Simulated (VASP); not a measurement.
## Si2Mo: single point with PBE

The system is Si2Mo.

```
Si Mo
1.0
    -3.21694    3.21694    7.87334
     3.21694   -3.21694    7.87334
     4.82541    4.82541  -11.81001
Si Mo
24 12
Direct
  0.33246 0.33246 0.00000
  0.16754 0.16754 0.00000
  0.33246 0.33246 0.33333
  0.16754 0.16754 0.33333
  0.33246 0.33246 0.66667
  0.16754 0.16754 0.66667
  0.33246 0.83246 0.00000
  0.16754 0.66754 0.00000
  0.33246 0.83246 0.33333
  0.16754 0.66754 0.33333
  0.33246 0.83246 0.66667
  0.16754 0.66754 0.66667
  0.83246 0.33246 0.00000
  0.66754 0.16754 0.00000
  0.83246 0.33246 0.33333
  0.66754 0.16754 0.33333
  0.83246 0.33246 0.66667
  0.66754 0.16754 0.66667
  0.83246 0.83246 0.00000
  0.66754 0.66754 0.00000
  0.83246 0.83246 0.33333
  0.66754 0.66754 0.33333
  0.83246 0.83246 0.66667
  0.66754 0.66754 0.66667
  0.00000 0.00000 0.00000
  0.00000 0.00000 0.33333
  0.00000 0.00000 0.66667
  0.00000 0.50000 0.00000
  0.00000 0.50000 0.33333
  0.00000 0.50000 0.66667
  0.50000 0.00000 0.00000
  0.50000 0.00000 0.33333
  0.50000 0.00000 0.66667
  0.50000 0.50000 0.00000
  0.50000 0.50000 0.33333
  0.50000 0.50000 0.66667
```

- Program: VASP 6.6.1
- Task: single point
- Functional: PBE
- Potentials or basis: VASP PAW PBE potentials, release 64 (Si, Mo_sv)
- Cutoff: 520 eV
- k mesh: 3 × 3 × 2
- Occupations: methfessel-paxton, width 0.1 eV
- Spin: no spin polarisation

- Pressure: 0.0 GPa
- Largest force: 0.040 eV/Å
- Band gap on the k mesh: zero (bands 132 and 133 overlap by 0.94 eV)

Forces on the atoms (eV/Å):
```
Si   0.000  0.000  0.040
Si   0.000  0.000 -0.040
Si   0.000  0.000  0.040
Si   0.000  0.000 -0.040
Si   0.000  0.000  0.040
Si   0.000  0.000 -0.040
Si   0.000  0.000  0.040
Si   0.000  0.000 -0.040
Si   0.000  0.000  0.040
Si   0.000  0.000 -0.040
Si   0.000  0.000  0.040
Si   0.000  0.000 -0.040
Si   0.000  0.000  0.040
Si   0.000  0.000 -0.040
Si   0.000  0.000  0.040
Si   0.000  0.000 -0.040
Si   0.000  0.000  0.040
Si   0.000  0.000 -0.040
Si   0.000  0.000  0.040
Si   0.000  0.000 -0.040
Si   0.000  0.000  0.040
Si   0.000  0.000 -0.040
Si   0.000  0.000  0.040
Si   0.000  0.000 -0.040
Mo   0.000  0.000  0.000
Mo   0.000  0.000  0.000
Mo   0.000  0.000  0.000
Mo   0.000  0.000  0.000
Mo   0.000  0.000  0.000
Mo   0.000  0.000  0.000
Mo   0.000  0.000  0.000
Mo   0.000  0.000  0.000
Mo   0.000  0.000  0.000
Mo   0.000  0.000  0.000
Mo   0.000  0.000  0.000
Mo   0.000  0.000  0.000
```

Stress tensor (GPa, compression positive):
```
-0.01  0.00  0.00
 0.00 -0.01  0.00
 0.00  0.00  0.11
```

Levels at points of the mesh, in eV from the Fermi level:
| k point | band 128 | band 129 | band 130 | band 131 | band 132 | band 133 | band 134 | band 135 | band 136 | band 137 |
| --- | --- | --- | --- | --- | --- | --- | --- | --- | --- | --- |
| (0.00, 0.00, 0.00) | -0.65 | -0.65 | -0.47 | -0.47 | -0.09 | -0.09 | 0.38 | 1.34 | 1.34 | 1.66 |
| (0.00, 0.00, 0.50) | -0.54 | -0.54 | -0.47 | -0.47 | -0.46 | -0.46 | 0.51 | 0.98 | 0.98 | 1.50 |

Wall time 88 min on 1 thread of Oxide Virtual Turin-like Processor (shared host), peak memory 1.1 GiB.
